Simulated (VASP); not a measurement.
Input of a VASP 6.6.1 run:

File INCAR:

```
  PREC = Accurate
  ENCUT = 520
  EDIFF = 1E-7
  ISMEAR = 0
  SIGMA = 0.1
  LREAL = False
  LASPH = True
  NELM = 100
  ALGO = Normal
  ISIF = 2
  LWAVE = False
  LCHARG = False
  GGA = PE
  NBANDS = 18
```

Contents of KPOINTS:

```
regular mesh
0
Gamma
  6 6 4
```

POSCAR

```
B
1.0
    1.3179053900     -2.2826749500      0.0000000000
    1.3179053900      2.2826749500      0.0000000000
    0.0000000000      0.0000000000      6.2513220700
B
6
Direct
    0.0000000000      0.5000000000      0.3333336300
    0.5000000000      0.0000000000      0.6666663700
    0.5000000000      0.0000000000      0.1666663700
    0.0000000000      0.5000000000      0.8333336300
    0.0000000000      0.0000000000      0.5000000000
    0.5000000000      0.5000000000      0.0000000000
```

Potentials or basis: VASP PAW PBE potentials, release 64 (B).

Command:

```sh
$ cat potpaw_PBE.64/B/POTCAR > POTCAR
$ mpirun -np 1 vasp_std > vasp.out
```

**Question.** Estimate the largest force.

**Answer.** 0.058 eV/Å.

**Question.** What does it give for the band gap on the k mesh?

**Answer.** Zero (bands 9 and 10 overlap by 6.27 eV).

Stress tensor (GPa, compression positive):
```
44.67  0.00  0.00
 0.00 55.86  0.00
 0.00  0.00 57.92
```

Caveat: the k points lie up to 0.46 Å⁻¹ apart, too coarse for converged energies and pressures of a metal.
